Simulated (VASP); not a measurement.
Here is a VASP 6.6.1 calculation.

Contents of INCAR:

```
SYSTEM = Co4Si8H
ALGO = Normal
EDIFF = 1E-6
EDIFFG = -0.02
ENCUT = 520
GGA = PE
IBRION = 2
ISIF = 2
ISMEAR = 1
LASPH = .True.
LCHARG = .False.
LREAL = .False.
LWAVE = .False.
NELM = 80
NSW = 90
PREC = Accurate
SIGMA = 0.1
```

KPOINTS

```
k-points
0
Gamma
  3 3 3
  0 0 0
```

File POSCAR:

```
Co4Si8H
1.0
    5.3602887400      0.0000000000      0.0000000000
    0.0000000000      5.3602887400      0.0000000000
    0.0000000000      0.0000000000      5.3602887400
Co Si H
4 8 1
Direct
    0.0000000000      0.0000000000      0.0000000000
    0.0000000000      0.5000000000      0.5000000000
    0.5000000000      0.0000000000      0.5000000000
    0.5000000000      0.5000000000      0.0000000000
    0.2500000000      0.2500000000      0.7500000000
    0.2500000000      0.7500000000      0.2500000000
    0.7500000000      0.2500000000      0.2500000000
    0.7500000000      0.7500000000      0.7500000000
    0.2500000000      0.2500000000      0.2500000000
    0.2500000000      0.7500000000      0.7500000000
    0.7500000000      0.2500000000      0.7500000000
    0.7500000000      0.7500000000      0.2500000000
    0.5000000000      0.5000000000      0.5000000000
```

Potentials or basis: VASP PAW PBE potentials, release 64 (Co, Si, H).

The run is started by

```console
$ cat potpaw_PBE.64/Co/POTCAR potpaw_PBE.64/Si/POTCAR potpaw_PBE.64/H/POTCAR > POTCAR
$ mpirun -np 1 vasp_std > vasp.out
```

(1) Estimate the energy gained by relaxing.

Answers

(1) 0.3 meV/atom.

Caveat: the k points lie up to 0.39 Å⁻¹ apart.
